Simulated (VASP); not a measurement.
# NaCl (Pm-3m) in VASP: further runs

The runs below take NaCl through single point, with LDA.

Program: VASP 6.6.1. These are calculated values, not measurements. Logs are shortened: lines on timing, memory, paths and dates and some standing lists are left out, and cuts for length are marked.

## (1) The cell of the first run

The structure is cubic, space group Pm-3m (No. 221). The conventional cell has a = 3.222 Å, b = 3.222 Å, c = 3.222 Å, α = 90.00°, β = 90.00°, γ = 90.00°. Within 3.7 Å of Na (site symmetry m-3m) lie 8 Cl at 2.79 Å and 6 Na at 3.22 Å. Cl (site symmetry m-3m) has 8 Na at 2.79 Å and 6 Cl at 3.22 Å within 3.7 Å.

## (2) Single point, LDA (strain -0.080 along x and y, -0.080 along z)

Contents of INCAR:

```
SYSTEM = NaCl
ALGO = Normal
EDIFF = 1E-6
ENCUT = 520
ISIF = 2
ISMEAR = 0
LASPH = .TRUE.
LCHARG = .TRUE.
LELF = .TRUE.
LREAL = .FALSE.
LVHAR = .TRUE.
LWAVE = .FALSE.
NBANDS = 14
NELM = 100
PREC = Accurate
SIGMA = 0.05
```

Contents of KPOINTS:

```
k-points
0
G
  6 6 6
  0 0 0
```

Contents of POSCAR:

```
NaCl
1.0
    3.2220148000      0.0000000000      0.0000000000
    0.0000000000      3.2220148000      0.0000000000
    0.0000000000      0.0000000000      3.2220148000
Na Cl
1 1
Direct
    0.0000000000      0.0000000000      0.0000000000
    0.5000000000      0.5000000000      0.5000000000
```

Potentials or basis: VASP PAW LDA potentials, release 64 (Na_pv, Cl).

Run with:

```console
> cat potpaw_LDA.64/Na_pv/POTCAR potpaw_LDA.64/Cl/POTCAR > POTCAR
> mpirun -np 1 vasp_std > vasp.out
```

OUTCAR:

```text
SYSTEM = NaCl
   EDIFF = 1E-6
   ENCUT = 520
   ISIF = 2
   ISMEAR = 0
   LASPH = .TRUE.
   LREAL = .FALSE.
   NELM = 100
   PREC = Accurate

 ion  position               nearest neighbor table
   1  0.000  0.000  0.000-
   2  0.500  0.500  0.500-

  LATTYP: Found a simple cubic cell.
 ALAT       =     3.2220148000

  Lattice vectors:

 A1 = (   3.2220148000,   0.0000000000,   0.0000000000)
 A2 = (   0.0000000000,   3.2220148000,   0.0000000000)
 A3 = (   0.0000000000,   0.0000000000,   3.2220148000)

Analysis of symmetry for initial positions (statically):
=====================================================================
 Subroutine PRICEL returns:
 Original cell was already a primitive cell.

 Routine SETGRP: Setting up the symmetry group for a
 simple cubic supercell.

 Subroutine GETGRP returns: Found 48 space group operations
 (whereof 48 operations were pure point group operations)
 out of a pool of 48 trial point group operations.

The static configuration has the point symmetry O_h .

Analysis of symmetry for dynamics (positions and initial velocities):
=====================================================================
 Subroutine PRICEL returns:
 Original cell was already a primitive cell.

 Routine SETGRP: Setting up the symmetry group for a
 simple cubic supercell.

 Subroutine GETGRP returns: Found 48 space group operations
 (whereof 48 operations were pure point group operations)
 out of a pool of 48 trial point group operations.

The dynamic configuration has the point symmetry O_h .

 Subroutine INISYM returns: Found 48 space group operations
 (whereof 48 operations are pure point group operations),
 and found     1 'primitive' translations

----------------------------------------------------------------------------------------

                                     Primitive cell

  volume of cell :      33.4490

  direct lattice vectors                    reciprocal lattice vectors
     3.222014800  0.000000000  0.000000000     0.310364807  0.000000000  0.000000000
     0.000000000  3.222014800  0.000000000     0.000000000  0.310364807  0.000000000
     0.000000000  0.000000000  3.222014800     0.000000000  0.000000000  0.310364807

  length of vectors
     3.222014800  3.222014800  3.222014800     0.310364807  0.310364807  0.310364807

  position of ions in fractional coordinates (direct lattice)
     0.000000000  0.000000000  0.000000000
     0.500000000  0.500000000  0.500000000

  ion indices of the primitive-cell ions
   primitive index   ion index
                 1           1
                 2           2

----------------------------------------------------------------------------------------

 KPOINTS: k-points

Automatic generation of k-mesh.
 Grid dimensions read from file:
 generate k-points for:    6    6    6

 Generating k-lattice:

  Cartesian coordinates                     Fractional coordinates (reciprocal lattice)
     0.051727468  0.000000000  0.000000000     0.166666667  0.000000000  0.000000000
     0.000000000  0.051727468  0.000000000     0.000000000  0.166666667  0.000000000
     0.000000000  0.000000000  0.051727468     0.000000000  0.000000000  0.166666667

  Length of vectors
     0.051727468  0.051727468  0.051727468

  Shift w.r.t. Gamma in fractional coordinates (k-lattice)
     0.000000000  0.000000000  0.000000000

 Subroutine IBZKPT returns following result:
 ===========================================

 Found     20 irreducible k-points:

 Following reciprocal coordinates:
            Coordinates               Weight
  0.000000  0.000000  0.000000      1.000000
  0.166667  0.000000  0.000000      6.000000
  0.333333  0.000000  0.000000      6.000000
  0.500000  0.000000  0.000000      3.000000
  0.166667  0.166667  0.000000     12.000000
  0.333333  0.166667  0.000000     24.000000
[... 12 lines left out ...]
  0.500000  0.500000  0.333333      6.000000
  0.500000  0.500000  0.500000      1.000000
   k-points           NKPTS =     20   k-points in BZ     NKDIM =     20   number of bands    NBANDS=     14
   number of dos      NEDOS =    301   number of ions     NIONS =      2
   total plane-waves  NPLWV =  13824
   dimension x,y,z NGX =    24 NGY =   24 NGZ =   24
   dimension x,y,z NGXF=    48 NGYF=   48 NGZF=   48
   ions per type =               1   1
   NGX,Y,Z   is equivalent  to a cutoff of  12.38, 12.38, 12.38 a.u.
   NGXF,Y,Z  is equivalent  to a cutoff of  24.77, 24.77, 24.77 a.u.
 SYSTEM =  NaCl
   PREC   = accura    normal or accurate (medium, high low for compatibility)
   ISTART =      0    job   : 0-new  1-cont  2-samecut
   ICHARG =      2    charge: 1-file 2-atom 10-const
   ISPIN  =      1    spin polarized calculation?
   LNONCOLLINEAR =      F non collinear calculations
   LSORBIT =      F    spin-orbit coupling
   LASPH  =      T    aspherical Exc in radial PAW
   ENCUT  =  520.0 eV  38.22 Ry    6.18 a.u.   5.99  5.99  5.99*2*pi/ulx,y,z
   NELM   =    100;   NELMIN=  2; NELMDL= -5     # of ELM steps
   EDIFF  = 0.1E-05   stopping-criterion for ELM
   LREAL  =      F    real-space projection
   EDIFFG = 0.1E-04   stopping-criterion for IOM
   NSW    =      0    number of steps for IOM
   IBRION =     -1    ionic relax: 0-MD 1-quasi-New 2-CG
   NFREE  =      0    steps in history (QN), initial steepest desc. (CG)
   ISIF   =      2    stress and relaxation
   ISYM   =      2    0-nonsym 1-usesym 2-fastsym
   POTIM  = 0.5000    time-step for ionic-motion
   TEBEG  =    0.0;   TEEND  =   0.0 temperature during run
   PSTRESS=    0.0 pullay stress
   NELECT =      14.0000    total number of electrons
   NUPDOWN=      -1.0000    fix difference up-down
   EMIN   =  10.00;   EMAX   =-10.00  energy-range for DOS
   EFERMI =   0.00;   METHOD = LEGACY
   ISMEAR =     0;   SIGMA  =   0.05  broadening in eV -4-tet -1-fermi 0-gaus
   EFERMI_NEDOS =   21; number of points for ismear=-14 and -15
   IALGO  =     38    algorithm
   IMIX   =      4    mixing-type and parameters
     AMIX     =   0.40;   BMIX     =  1.00
     AMIX_MAG =   1.60;   BMIX_MAG =  1.00
  volume/ion in A,a.u.               =      16.72       112.86
  Fermi-wavevector in a.u.,A,eV,Ry     =   1.224588  2.314136 20.403509  1.499616
  Thomas-Fermi vector in A             =   2.359657
   LORBIT       =      0    0 simple, 1 ext, 2 COOP (PROOUT), +10 PAW based schemes
   GGA     = CA    functional components
   LHFCALC =     F    Hartree Fock is set to
   AEXX    =    0.0000 exact exchange contribution
   IVDW    =     0    specifies the selected vdW correction
   LEPSILON=     F    determine dielectric tensor
   LRPA    =     F    only Hartree local field effects (RPA)
 non-spin polarized calculation
 Gauss-broadening in eV      SIGMA  =   0.05
  energy-cutoff  :      520.00
  volume of cell :       33.45
 maximum number of plane-waves:       922
 NGX is ok and might be reduce to    24
   NGX = 11   NGY = 11   NGZ = 11

 number of electron      13.9999976 magnetization

 Free energy of the ion-electron system (eV)
  ---------------------------------------------------
  ext. energy  EPLUGINS =         0.00000000
  ---------------------------------------------------
  free energy    TOTEN  =        -7.03623204 eV

  energy without entropy =       -7.03623204  energy(sigma->0) =       -7.03623204

 E-fermi :   2.5064     XC(G=0): -10.0980

 val. band max:        2.2898373011   @ k =   0.5000   0.5000   0.0000
 cond. band min:       6.8886029476   @ k =   0.0000   0.0000   0.0000
 fundamental gap:      4.5987656465
 Fermi energy:         2.5063751430

 k-point     1 :       0.0000    0.0000    0.0000
  band No.  band energies     occupation
      1     -19.6761      2.00000
      2     -19.6761      2.00000
      3     -19.6761      2.00000
      4     -12.1183      2.00000
      5       1.5313      2.00000
      6       1.5313      2.00000
      7       1.5313      2.00000
      8       6.8886      0.00000
      9      10.1260      0.00000
     10      10.1260      0.00000
     11      18.9789      0.00000
     12      18.9789      0.00000
     13      18.9789      0.00000
     14      20.0318      0.00000

 k-point     2 :       0.1667    0.0000    0.0000
  band No.  band energies     occupation
      1     -19.7057      2.00000
      2     -19.6735      2.00000
      3     -19.6735      2.00000
      4     -11.9549      2.00000
      5       0.3436      2.00000
      6       1.6111      2.00000
      7       1.6111      2.00000
      8       7.7096      0.00000
      9      10.4822      0.00000
     10      11.2025      0.00000
     11      16.9704      0.00000
     12      16.9704      0.00000
     13      19.1126      0.00000
     14      19.2301      0.00000

 k-point     3 :       0.3333    0.0000    0.0000
  band No.  band energies     occupation
      1     -19.7640      2.00000
      2     -19.6683      2.00000
      3     -19.6683      2.00000
      4     -11.5965      2.00000
      5      -1.3659      2.00000
      6       1.7794      2.00000
      7       1.7794      2.00000
      8       8.9311      0.00000
      9      11.4780      0.00000
     10      12.5607      0.00000
     11      15.1153      0.00000
     12      15.1153      0.00000
     13      17.0755      0.00000
     14      19.4848      0.00000
[... 256 lines left out ...]
 k-point    19 :       0.5000    0.5000    0.3333
  band No.  band energies     occupation
      1     -19.7456      2.00000
      2     -19.7456      2.00000
      3     -19.7203      2.00000
      4     -10.5448      2.00000
      5      -0.6871      2.00000
      6      -0.6871      2.00000
      7       0.0611      2.00000
      8       8.4205      0.00000
      9       9.7293      0.00000
     10       9.7293      0.00000
     11      16.7258      0.00000
     12      17.5256      0.00000
     13      19.7983      0.00000
     14      19.7983      0.00000

 k-point    20 :       0.5000    0.5000    0.5000
  band No.  band energies     occupation
      1     -19.7412      2.00000
      2     -19.7412      2.00000
      3     -19.7412      2.00000
      4     -10.4000      2.00000
      5      -0.5365      2.00000
      6      -0.5365      2.00000
      7      -0.5365      2.00000
      8       8.9418      0.00000
      9       8.9418      0.00000
     10       8.9418      0.00000
     11      15.5831      0.00000
     12      20.3920      0.00000
     13      20.3920      0.00000
     14      20.3920      0.00000

------------------------ aborting loop because EDIFF is reached ----------------------------------------

  FORCE on cell =-STRESS in cart. coord.  units (eV):
  Direction    XX          YY          ZZ          XY          YZ          ZX
  --------------------------------------------------------------------------------------
  -------------------------------------------------------------------------------------
  Total        1.3390137      1.3390137      1.3390137     -0.0000000     -0.0000000     -0.0000000
  in kB       64.1376443     64.1376443     64.1376443     -0.0000000     -0.0000000     -0.0000000
  external PRESSURE =      64.1376443 kB  Pullay stress =       0.0000000 kB

 VOLUME and BASIS-vectors are now :
 -----------------------------------------------------------------------------
  energy-cutoff  :      520.00
  volume of cell :       33.45
      direct lattice vectors                 reciprocal lattice vectors
     3.222014800  0.000000000  0.000000000     0.310364807  0.000000000  0.000000000
     0.000000000  3.222014800  0.000000000     0.000000000  0.310364807  0.000000000
     0.000000000  0.000000000  3.222014800     0.000000000  0.000000000  0.310364807

 POSITION                                       TOTAL-FORCE (eV/Angst)
 -----------------------------------------------------------------------------------
      0.00000      0.00000      0.00000         0.000000      0.000000      0.000000
      1.61101      1.61101      1.61101         0.000000      0.000000      0.000000
 -----------------------------------------------------------------------------------
    total drift:                                0.000000     -0.000000     -0.000000

  FREE ENERGIE OF THE ION-ELECTRON SYSTEM (eV)
  ---------------------------------------------------
  free  energy   TOTEN  =        -7.0362320441 eV

  energy  without entropy=       -7.0362320441  energy(sigma->0) =       -7.03623204
```

Wall time 4.6 s (1 thread of AMD EPYC 7R13 (Zen 3), shared host); peak memory 0.09 GiB.

What came out:

```
Free energy            : -7.0362 eV
Pressure               : 6.4 GPa
Band gap on the k mesh : 4.60 eV, indirect (least direct gap 4.99 eV)
```

Levels at points of the mesh, in eV from the valence-band top:
| k point | band 3 | band 4 | band 5 | band 6 | band 7 | band 8 | band 9 | band 10 | band 11 | band 12 |
| --- | --- | --- | --- | --- | --- | --- | --- | --- | --- | --- |
| (0.00, 0.00, 0.00) | -21.97 | -14.41 | -0.76 | -0.76 | -0.76 | 4.60 | 7.84 | 7.84 | 16.69 | 16.69 |
| (0.50, 0.00, 0.00) | -21.96 | -13.69 | -4.37 | -0.42 | -0.42 | 7.40 | 10.07 | 10.09 | 12.14 | 12.14 |
| (0.50, 0.50, 0.00) | -21.95 | -13.22 | -3.37 | -3.37 | 0.00 | 4.99 | 10.08 | 12.36 | 12.36 | 12.68 |
| (0.50, 0.50, 0.50) | -22.03 | -12.69 | -2.83 | -2.83 | -2.83 | 6.65 | 6.65 | 6.65 | 13.29 | 18.10 |

Caveat: the cell differs from its parent crystal (strain -0.080 along x and y, -0.080 along z). A k mesh can miss the band edges.

(Part 1 of 2 ends here.)
